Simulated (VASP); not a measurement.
# Si16Ni (a cell with a defect) in VASP: notebook, part 2 of 2

VASP 6.6.1. Earlier steps stand in the parts before.

## (3) Single point, r2SCAN

Input file POSCAR:

```
Si16Ni
1.0
    0.0000000000      5.4437023800     -5.4437023800
    5.4437023800      5.4437023800      0.0000000000
    5.4437023800      0.0000000000     -5.4437023800
Si Ni
16 1
Direct
    0.1211627591      0.1269953704      0.1269929823
    0.1208721480      0.6447767999      0.1184660650
    0.5761466702      0.1448058591      0.1447795902
    0.6304112092      0.6274766256      0.1230816737
    0.1208800471      0.1184877414      0.6447325285
    0.1280651386      0.6236159259      0.6236192325
    0.6304097396      0.1230901238      0.6274628482
    0.6322989869      0.6225416570      0.6225190621
    0.2554930272      0.7532143960      0.2494162805
    0.2052691205      0.2712727289      0.2712350707
    0.7367435286      0.7697798681      0.2486099359
    0.7351049379      0.2540325322      0.2540191222
    0.2577230352      0.7457263856      0.7457032396
    0.2554905472      0.2494126984      0.7532078747
    0.7532710670      0.7491224199      0.7491121328
    0.7367415997      0.2486342760      0.7697481801
   -0.0667773465      0.0320182824      0.0319058589
```

Input file INCAR.step1:

```
SYSTEM = Si16Ni
PREC = Accurate
ENCUT = 520
ISMEAR = 0
SIGMA = 0.02
LREAL = Auto
LASPH = .True.
NELM = 80
NBANDS = 51
GGA = PE
ALGO = Normal
EDIFF = 1E-4
LWAVE = .True.
LCHARG = .False.
```

Input file INCAR.step2:

```
SYSTEM = Si16Ni
PREC = Accurate
ENCUT = 520
EDIFF = 1E-6
ISMEAR = 0
SIGMA = 0.02
LREAL = Auto
LASPH = .True.
NELM = 80
ALGO = Normal
ISIF = 2
LWAVE = .False.
LCHARG = .False.
METAGGA = R2SCAN
LMIXTAU = .True.
NBANDS = 51
ISTART = 1
```

Input file KPOINTS:

```
Automatic mesh
0
Gamma
  2 2 2
  0 0 0
```

Potentials or basis: VASP PAW PBE potentials, release 64 (Si, Ni).

On the command line:

```bash
> cat potpaw_PBE.64/Si/POTCAR potpaw_PBE.64/Ni/POTCAR > POTCAR
> cp INCAR.step1 INCAR
> mpirun -np 1 vasp_std > vasp.out
> cp INCAR.step2 INCAR
> mpirun -np 1 vasp_std > vasp.out
```

OUTCAR:

```text
SYSTEM = Si16Ni
   PREC = Accurate
   ENCUT = 520
   EDIFF = 1E-6
   ISMEAR = 0
   LREAL = Auto
   LASPH = .True.
   NELM = 80
   ISIF = 2
   METAGGA = R2SCAN
   ISTART = 1

 ion  position               nearest neighbor table
   1  0.121  0.127  0.127-   9 2.35  14 2.35  10 2.36  17 2.41  12 2.43
   2  0.121  0.645  0.118-  13 2.35   9 2.35  10 2.36  11 2.41  17 2.47
   3  0.576  0.145  0.145-  17 2.25  10 2.33  11 2.37  16 2.37  12 2.38
   4  0.630  0.627  0.123-  15 2.35  12 2.35  11 2.36   9 2.36
   5  0.121  0.118  0.645-  13 2.35  14 2.35  10 2.36  16 2.41  17 2.47
   6  0.128  0.624  0.624-  13 2.35  14 2.35   9 2.35  15 2.36
   7  0.630  0.123  0.627-  15 2.35  12 2.35  16 2.36  14 2.36
   8  0.632  0.623  0.623-  15 2.35  13 2.35  16 2.36  11 2.36
   9  0.255  0.753  0.249-   1 2.35   6 2.35   2 2.35   4 2.36  17 2.97
  10  0.205  0.271  0.271-   3 2.33   1 2.36   5 2.36   2 2.36
  11  0.737  0.770  0.249-   4 2.36   8 2.36   3 2.37   2 2.41  17 2.51
  12  0.735  0.254  0.254-   7 2.35   4 2.35   3 2.38  17 2.42   1 2.43
  13  0.258  0.746  0.746-   5 2.35   2 2.35   6 2.35   8 2.35
  14  0.255  0.249  0.753-   1 2.35   6 2.35   5 2.35   7 2.36  17 2.97
  15  0.753  0.749  0.749-   7 2.35   4 2.35   8 2.35   6 2.36
  16  0.737  0.249  0.770-   7 2.36   8 2.36   3 2.37   5 2.41  17 2.51
  17  0.933  0.032  0.032-   3 2.25   1 2.41  12 2.42   5 2.47   2 2.47  16 2.51  11 2.51  14 2.97
                             9 2.97

  LATTYP: Found a face centered cubic cell.
 ALAT       =    10.8874047600

  Lattice vectors:

 A1 = (   0.0000000000,   5.4437023800,  -5.4437023800)
 A2 = (   5.4437023800,   5.4437023800,   0.0000000000)
 A3 = (   5.4437023800,   0.0000000000,  -5.4437023800)

Analysis of symmetry for initial positions (statically):
=====================================================================
 Subroutine PRICEL returns:
 Original cell was already a primitive cell.

 Routine SETGRP: Setting up the symmetry group for a
 face centered cubic supercell.

[... 155 lines left out ...]
   LORBIT       =      0    0 simple, 1 ext, 2 COOP (PROOUT), +10 PAW based schemes
   METAGGA = R2SCAN    functional components
   LHFCALC =     F    Hartree Fock is set to
   AEXX    =    0.0000 exact exchange contribution
   IVDW    =     0    specifies the selected vdW correction
   LEPSILON=     F    determine dielectric tensor
   LRPA    =     F    only Hartree local field effects (RPA)
 non-spin polarized calculation
 Gauss-broadening in eV      SIGMA  =   0.02
  energy-cutoff  :      520.00
  volume of cell :      322.64
 maximum number of plane-waves:      8694
 NGX is ok and might be reduce to    60
   NGX = 29   NGY = 29   NGZ = 29

 number of electron      73.9999997 magnetization

 Free energy of the ion-electron system (eV)
  ---------------------------------------------------
  ext. energy  EPLUGINS =         0.00000000
  ---------------------------------------------------
  free energy    TOTEN  =      -150.23931625 eV

  energy without entropy =     -150.23931625  energy(sigma->0) =     -150.23931625

 E-fermi :   6.2663     XC(G=0): -10.1185

 val. band max:        6.1346278034   @ k =   0.0000   0.0000   0.0000
 cond. band min:       6.7127618267   @ k =   0.0000   0.0000   0.0000
 fundamental gap:      0.5781340233
 Fermi energy:         6.2663165302

 k-point     1 :       0.0000    0.0000    0.0000
  band No.  band energies     occupation
      1      -6.5699      2.00000
      2      -4.1771      2.00000
      3      -4.0610      2.00000
      4      -4.0500      2.00000
      5      -4.0408      2.00000
      6      -2.4118      2.00000
[... 405 lines left out ...]
     48      10.6546      0.00000
     49      10.6885      0.00000
 [bands above 49 left out]

------------------------ aborting loop because EDIFF is reached ----------------------------------------

  FORCE on cell =-STRESS in cart. coord.  units (eV):
  Direction    XX          YY          ZZ          XY          YZ          ZX
  --------------------------------------------------------------------------------------
  -------------------------------------------------------------------------------------
  Total        1.0216073      0.2518012      0.2547044     -1.0965329     -1.4004332      1.0962390
  in kB        5.0731936      1.2504179      1.2648351     -5.4452662     -6.9544034      5.4438067
  external PRESSURE =       2.5294822 kB  Pullay stress =       0.0000000 kB

 VOLUME and BASIS-vectors are now :
 -----------------------------------------------------------------------------
  energy-cutoff  :      520.00
  volume of cell :      322.64
      direct lattice vectors                 reciprocal lattice vectors
     0.000000000  5.443702380 -5.443702380    -0.091849254  0.091849254 -0.091849254
     5.443702380  5.443702380  0.000000000     0.091849254  0.091849254  0.091849254
     5.443702380  0.000000000 -5.443702380     0.091849254 -0.091849254 -0.091849254

 POSITION                                       TOTAL-FORCE (eV/Angst)
 -----------------------------------------------------------------------------------
      1.38264      1.35090     -1.35089        -0.034838     -0.025498      0.025528
      4.15487      4.16796     -1.30289         0.007535     -0.004039     -0.006308
      1.57642      3.92465     -3.92451         0.031744     -0.037880      0.037606
      4.08582      6.84757     -4.10179        -0.006123      0.012312     -0.017251
      4.15474      1.30305     -4.16777         0.007469      0.006267      0.004058
      6.78958      4.09193     -4.09195         0.004492      0.013419     -0.013296
[... 9 lines left out ...]
      5.54377      5.36409     -8.20088         0.012905      0.002535      0.005088
      0.34798      5.25448     -5.25387        -0.022177     -0.044810      0.044941
 -----------------------------------------------------------------------------------
    total drift:                                0.009971     -0.002129      0.001495

  FREE ENERGIE OF THE ION-ELECTRON SYSTEM (eV)
  ---------------------------------------------------
  free  energy   TOTEN  =      -150.2393162499 eV

  energy  without entropy=     -150.2393162499  energy(sigma->0) =     -150.23931625
```

OUTCAR.step1:

```text
SYSTEM = Si16Ni
   PREC = Accurate
   ENCUT = 520
   ISMEAR = 0
   LREAL = Auto
   LASPH = .True.
[... 671 lines left out ...]
      6.78958      4.09193     -4.09195        -0.001009      0.010029     -0.009905
[... 9 lines left out ...]
      5.54377      5.36409     -8.20088         0.003718      0.006234      0.051915
      0.34798      5.25448     -5.25387        -0.113459      0.025801     -0.025860
 -----------------------------------------------------------------------------------
    total drift:                                0.011468     -0.003601      0.003256

  FREE ENERGIE OF THE ION-ELECTRON SYSTEM (eV)
  ---------------------------------------------------
  free  energy   TOTEN  =       -90.2733429081 eV

  energy  without entropy=      -90.2733429081  energy(sigma->0) =      -90.27334291
```

OSZICAR.step1:

```text
N       E                     dE             d eps       ncg     rms          rms(c)
DAV:   1     0.277028913935E+03    0.27703E+03   -0.27522E+04   816   0.123E+03
DAV:   2    -0.596317830216E+02   -0.33666E+03   -0.31523E+03   859   0.223E+02
DAV:   3    -0.918327849822E+02   -0.32201E+02   -0.30643E+02  1053   0.717E+01
DAV:   4    -0.929717491108E+02   -0.11390E+01   -0.11313E+01  1032   0.143E+01
DAV:   5    -0.930102951506E+02   -0.38546E-01   -0.38509E-01  1117   0.266E+00    0.200E+01
DAV:   6    -0.100611904857E+03   -0.76016E+01   -0.10748E+02  1120   0.109E+02    0.345E+01
DAV:   7    -0.914289962327E+02    0.91829E+01   -0.24714E+01  1061   0.806E+01    0.142E+01
DAV:   8    -0.905484664623E+02    0.88053E+00   -0.20476E+01  1285   0.573E+01    0.874E+00
DAV:   9    -0.902596302451E+02    0.28884E+00   -0.35926E+00  1213   0.161E+01    0.198E+00
DAV:  10    -0.902829229189E+02   -0.23293E-01   -0.20959E-01  1165   0.226E+00    0.159E+00
DAV:  11    -0.902730365476E+02    0.98864E-02   -0.33271E-02  1304   0.225E+00    0.467E-01
DAV:  12    -0.902732138337E+02   -0.17729E-03   -0.14820E-02  1245   0.890E-01    0.135E-01
DAV:  13    -0.902732808233E+02   -0.66990E-04   -0.18346E-03   976   0.223E-01    0.930E-02
DAV:  14    -0.902733429081E+02   -0.62085E-04   -0.44900E-04   941   0.223E-01
   1 F= -.90273343E+02 E0= -.90273343E+02  d E =-.159134E-19
```

Run time: 13 min. Hardware: 1 thread of AMD EPYC 7R13 (Zen 3), shared host; peak memory 0.54 GiB.

What came out:

```yaml
Free_energy: -150.2393 eV
Pressure: 0.3 GPa
Largest_force: 0.067 eV/Å
Band_gap_on_the_k_mesh: 0.58 eV
```

Forces in eV/Å, atoms in the order of the input:
```
Si  -0.035 -0.025  0.026
Si   0.008 -0.004 -0.006
Si   0.032 -0.038  0.038
Si  -0.006  0.012 -0.017
Si   0.007  0.006  0.004
Si   0.004  0.013 -0.013
Si  -0.006  0.017 -0.012
Si   0.008  0.019 -0.019
Si  -0.013  0.012 -0.031
Si  -0.010 -0.028  0.028
Si   0.013 -0.005 -0.002
Si   0.009 -0.005  0.005
Si   0.006  0.020 -0.020
Si  -0.013  0.031 -0.012
Si   0.006  0.016 -0.016
Si   0.013  0.003  0.005
Ni  -0.022 -0.045  0.045
```

Caveat: the k points lie up to 0.50 Å⁻¹ apart; the PAW data sets were made with another functional, which shifts forces and pressure a little. Spin polarisation is off, so any magnetic state and its effect on volume and gap are missing.

## (4) Single point, r2SCAN

Input file POSCAR:

```
Si16Ni
1.0
    0.0000000000      5.4437023800     -5.4437023800
    5.4437023800      5.4437023800      0.0000000000
    5.4437023800      0.0000000000     -5.4437023800
Si Ni
16 1
Direct
    0.1342679024      0.1447794984      0.1448057673
    0.1158997050      0.6447324367      0.1184878333
    0.6248488184      0.1269929823      0.1269953704
    0.6190373325      0.6274628482      0.1230901238
    0.1158850091      0.1184661569      0.6447767080
    0.1226403380      0.6225190621      0.6225416570
    0.6190303519      0.1230818574      0.6274766256
    0.6246996552      0.6236193243      0.6236158340
    0.2448758964      0.7697480882      0.2486343678
    0.2522231937      0.2712348870      0.2712727289
    0.7418887401      0.7532078747      0.2494128821
    0.7568433600      0.2540192140      0.2540324403
    0.2508472001      0.7457032396      0.7457265693
    0.2448667115      0.2486099359      0.7697798681
    0.7484943547      0.7491121328      0.7491226036
    0.7418763404      0.2494162805      0.7532143960
    0.0028532971      0.0319055833      0.0320180068
```

Input file INCAR.step1:

```
SYSTEM = Si16Ni
PREC = Accurate
ENCUT = 520
ISMEAR = 0
SIGMA = 0.02
LREAL = Auto
LASPH = .TRUE.
NELM = 100
NBANDS = 51
GGA = PE
ALGO = Normal
EDIFF = 1E-4
LWAVE = .TRUE.
LCHARG = .FALSE.
```

Input file INCAR.step2:

```
SYSTEM = Si16Ni
PREC = Accurate
ENCUT = 520
EDIFF = 1E-7
ISMEAR = 0
SIGMA = 0.02
LREAL = Auto
LASPH = .TRUE.
NELM = 100
ALGO = Normal
ISIF = 2
LWAVE = .FALSE.
LCHARG = .TRUE.
METAGGA = R2SCAN
LMIXTAU = .TRUE.
LELF = .TRUE.
LVHAR = .TRUE.
NBANDS = 51
ISTART = 1
```

Input file KPOINTS:

```
regular mesh
0
G
  2 2 2
  0 0 0
```

On the command line:

```bash
> cat potpaw_PBE.64/Si/POTCAR potpaw_PBE.64/Ni/POTCAR > POTCAR
> cp INCAR.step1 INCAR
> mpirun -np 1 vasp_std > vasp.out
> cp INCAR.step2 INCAR
> mpirun -np 1 vasp_std > vasp.out
```

It took 14 min on 1 thread of AMD EPYC 7R13 (Zen 3), shared host; peak memory 0.54 GiB.

It converged, with:

```yaml
Free_energy: -150.2393 eV
Pressure: 0.2 GPa
Largest_force: 0.067 eV/Å
Band_gap_on_the_k_mesh: 0.58 eV
```

Forces on the atoms (eV/Å):
```
Si   0.032  0.038 -0.038
Si   0.008 -0.006 -0.004
Si  -0.035  0.026 -0.026
Si  -0.006 -0.017  0.012
Si   0.008  0.004  0.006
Si   0.008 -0.019  0.019
Si  -0.006 -0.012  0.017
Si   0.004 -0.013  0.013
Si   0.013 -0.003 -0.005
Si  -0.010  0.028 -0.028
Si  -0.013 -0.031  0.012
Si   0.009  0.005 -0.005
Si   0.006 -0.020  0.020
Si   0.013  0.005  0.002
Si   0.006 -0.016  0.016
Si  -0.013 -0.012  0.031
Ni  -0.022  0.045 -0.045
```

Stress tensor (GPa, compression positive):
```
 0.50  0.54 -0.54
 0.54  0.12 -0.70
-0.54 -0.70  0.12
```

Levels at points of the mesh, in eV from the valence-band top:
```tsv
k point	band 34	band 35	band 36	band 37	band 38	band 39	band 40	band 41
(0.00, 0.00, 0.00)	-0.26	-0.22	-0.06	0.00	0.58	0.94	0.95	1.06
(0.50, 0.00, 0.00)	-0.84	-0.54	-0.38	-0.24	1.12	1.50	1.66	1.73
(0.00, 0.50, 0.00)	-0.83	-0.57	-0.31	-0.20	1.10	1.44	1.68	1.77
(0.00, 0.00, 0.50)	-0.83	-0.58	-0.30	-0.20	1.10	1.44	1.68	1.77
(0.50, 0.50, 0.50)	-0.74	-0.66	-0.25	-0.16	0.89	1.65	1.68	1.76
(0.50, 0.50, 0.00)	-1.18	-0.93	-0.83	-0.25	1.09	1.47	2.41	2.43
(0.00, 0.50, 0.50)	-1.25	-0.98	-0.77	-0.17	1.09	1.49	2.42	2.44
(0.50, 0.00, 0.50)	-1.18	-0.93	-0.83	-0.25	1.09	1.47	2.41	2.43
```

Caveat: the k points lie up to 0.50 Å⁻¹ apart; the PAW data sets were made with another functional, which shifts forces and pressure a little. Spin polarisation is off, so any magnetic state and its effect on volume and gap are missing.

## (5) Single point, r2SCAN

Input file POSCAR:

```
Si16Ni
1.0
    0.0000000000      5.4437023800     -5.4437023800
    5.4437023800      5.4437023800      0.0000000000
    5.4437023800      0.0000000000     -5.4437023800
Si Ni
16 1
Direct
    0.1402699756      0.1468292982      0.1467857616
    0.1156410575      0.6438536230      0.1221691514
    0.6374129697      0.1220923654      0.1221070613
    0.6185072704      0.6250026659      0.1239122665
    0.1155572910      0.1220771184      0.6439577801
    0.1173940924      0.6249973387      0.6250168107
    0.6184520690      0.1239399131      0.6249788770
    0.6184479358      0.6249767644      0.6249831939
    0.2451381260      0.7709374442      0.2516574023
    0.2639481183      0.2703680138      0.2704986234
    0.7423309942      0.7487913033      0.2508169817
    0.7644194538      0.2516142332      0.2516199278
    0.2442802540      0.7487799140      0.7488680893
    0.2450825572      0.2516119369      0.7709496602
    0.7433581444      0.7499090169      0.7498757675
    0.7422612806      0.2508167061      0.7488147249
    0.0215198209      0.0279160192      0.0280899817
```

Input file INCAR.step1:

```
  PREC = Accurate
  ENCUT = 520
  ISMEAR = 0
  SIGMA = 0.02
  LREAL = Auto
  LASPH = T
  NELM = 60
  NBANDS = 51
  GGA = PE
  ALGO = Normal
  EDIFF = 1E-4
  LWAVE = T
  LCHARG = F
```

Input file INCAR.step2:

```
  PREC = Accurate
  ENCUT = 520
  EDIFF = 1E-6
  ISMEAR = 0
  SIGMA = 0.02
  LREAL = Auto
  LASPH = T
  NELM = 60
  ALGO = Normal
  ISIF = 2
  LWAVE = F
  LCHARG = F
  METAGGA = R2SCAN
  LMIXTAU = T
  NBANDS = 51
  ISTART = 1
```

Input file KPOINTS:

```
regular mesh
0
Gamma
  2 2 2
```

On the command line:

```bash
> cat potpaw_PBE.64/Si/POTCAR potpaw_PBE.64/Ni/POTCAR > POTCAR
> cp INCAR.step1 INCAR
> mpirun -np 1 vasp_std > vasp.out
> cp INCAR.step2 INCAR
> mpirun -np 1 vasp_std > vasp.out
```

Run time: 13 min. Hardware: 1 thread of AMD EPYC 7R13 (Zen 3), shared host; peak memory 0.53 GiB.

It converged, with:

```yaml
Free_energy: -150.2524 eV
Pressure: 0.2 GPa
Largest_force: 0.017 eV/Å
Band_gap_on_the_k_mesh: 0.71 eV
```

Forces in eV/Å, atoms in the order of the input:
```
Si   0.006  0.008 -0.010
Si  -0.002 -0.002 -0.005
Si   0.003 -0.001  0.000
Si   0.003  0.005 -0.003
Si  -0.001  0.005  0.001
Si   0.007  0.002 -0.003
Si   0.003  0.003 -0.006
Si   0.002  0.001 -0.001
Si  -0.006 -0.006 -0.006
Si  -0.007 -0.007  0.009
Si   0.002 -0.001  0.000
Si   0.007 -0.004  0.006
Si  -0.004  0.000  0.000
Si  -0.005  0.008  0.006
Si   0.000 -0.003  0.002
Si   0.002  0.000  0.001
Ni  -0.009 -0.009  0.010
```

Stress tensor (GPa, compression positive):
```
 0.22  0.73 -0.73
 0.73  0.22 -0.73
-0.73 -0.73  0.22
```

Levels at points of the mesh, in eV from the valence-band top:
| k point | band 35 | band 36 | band 37 | band 38 | band 39 | band 40 |
| --- | --- | --- | --- | --- | --- | --- |
| (0.00, 0.00, 0.00) | -0.27 | 0.00 | 0.00 | 0.71 | 1.00 | 1.00 |
| (0.50, 0.00, 0.00) | -0.52 | -0.30 | -0.23 | 1.19 | 1.48 | 1.70 |
| (0.00, 0.50, 0.00) | -0.52 | -0.30 | -0.23 | 1.19 | 1.48 | 1.70 |
| (0.00, 0.00, 0.50) | -0.52 | -0.30 | -0.23 | 1.19 | 1.48 | 1.70 |
| (0.50, 0.50, 0.50) | -0.65 | -0.15 | -0.15 | 0.88 | 1.69 | 1.69 |
| (0.50, 0.50, 0.00) | -0.91 | -0.77 | -0.22 | 1.15 | 1.50 | 2.44 |
| (0.00, 0.50, 0.50) | -0.91 | -0.77 | -0.22 | 1.15 | 1.50 | 2.44 |
| (0.50, 0.00, 0.50) | -0.91 | -0.77 | -0.22 | 1.15 | 1.50 | 2.44 |

Caveat: the k points lie up to 0.50 Å⁻¹ apart; the PAW data sets were made with another functional, which shifts forces and pressure a little.

## (6) Summary

| cell | gap on the mesh (eV) | pressure (GPa) | largest force (eV/Å) |
| --- | --- | --- | --- |
| as given, atomic positions A | 0.71 | 0.2 | 0.02 |
| as given, atomic positions B | 0.58 | 0.3 | 0.07 |
| as given, atomic positions C | 0.58 | 0.2 | 0.07 |
| as given, atomic positions D | 0.71 | 0.2 | 0.02 |

Alike in all rows: task single point; level r2SCAN; potentials or basis VASP PAW PBE potentials, release 64 (Si, Ni); no spin polarisation; k mesh 2 × 2 × 2; cutoff (eV) 520; smearing gaussian 0.02 eV.

Caveats: all runs use coarse meshes; the PAW data sets were made with another functional, which shifts forces and pressure a little.

Absolute energies hang on the potentials; compare differences alone.
